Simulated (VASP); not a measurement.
The system is Li2H.

```
Li H
1.0
     3.12063    0.00000    0.00000
    -1.56032    2.70255    0.00000
     0.00000    0.00000    3.36945
Li H
2 1
Direct
  0.33333 0.66667 0.50000
  0.66667 0.33333 0.50000
  0.00000 0.00000 0.00000
```

* Program: VASP 6.6.1
* Task: relaxation of cell and atoms
* Functional: PBE
* Potentials or basis: VASP PAW PBE potentials, release 64 (Li_sv, H)
* Cutoff: 600 eV
* k mesh: 6 × 6 × 6
* Occupations: gaussian, width 0.1 eV
* Spin: no spin polarisation

At the start: pressure 12.5 GPa; volume 9.47 Å³/atom.

How do energy, volume and symmetry change on relaxing?

Over 11 steps the energy falls by 591.2 meV/atom and the volume is 11.58 Å³/atom (+22.3 %); space group P6/mmm (No. 191, to 0.05 Å).

Step by step:
| step | energy change (eV) | largest force (eV/Å) | pressure (GPa) | volume (Å³) |
| --- | --- | --- | --- | --- |
| 1 | 0.0000 | 0.0000 | 12.54 | 28.42 |
| 2 | -0.4484 | 0.0000 | 8.74 | 31.52 |
| 3 | -1.3402 | 0.0000 | -2.01 | 41.43 |
| 4 | -1.4097 | 0.0000 | -5.94 | 46.44 |
| 5 | -1.4152 | 0.0000 | -4.92 | 44.88 |
| 6 | -1.6086 | 0.0000 | -5.86 | 42.71 |
| 7 | -1.6085 | 0.0000 | -5.84 | 42.79 |
| 8 | -1.7577 | 0.0000 | -2.15 | 36.89 |
| 9 | -1.7721 | 0.0000 | -0.34 | 34.94 |
| 10 | -1.7723 | 0.0000 | -0.09 | 34.68 |
| 11 | -1.7737 | 0.0000 | -0.03 | 34.75 |

Final structure:
```
CELL_PARAMETERS angstrom
3.91456 0.00000 0.00000
-1.95728 3.39011 0.00000
0.00000 0.00000 2.61851
ATOMIC_POSITIONS crystal
Li 0.33333 0.66667 0.50000
Li 0.66667 0.33333 0.50000
H 0.00000 0.00000 0.00000
```

Caveat: the k points lie up to 0.40 Å⁻¹ apart in the final cell; the cutoff is under 1.25 times the usual one of these potentials, so pressure, stress and relaxed cells hold a basis-set (Pulay) error; the volume moved by over 15 % at a fixed basis, so the end points are rough.
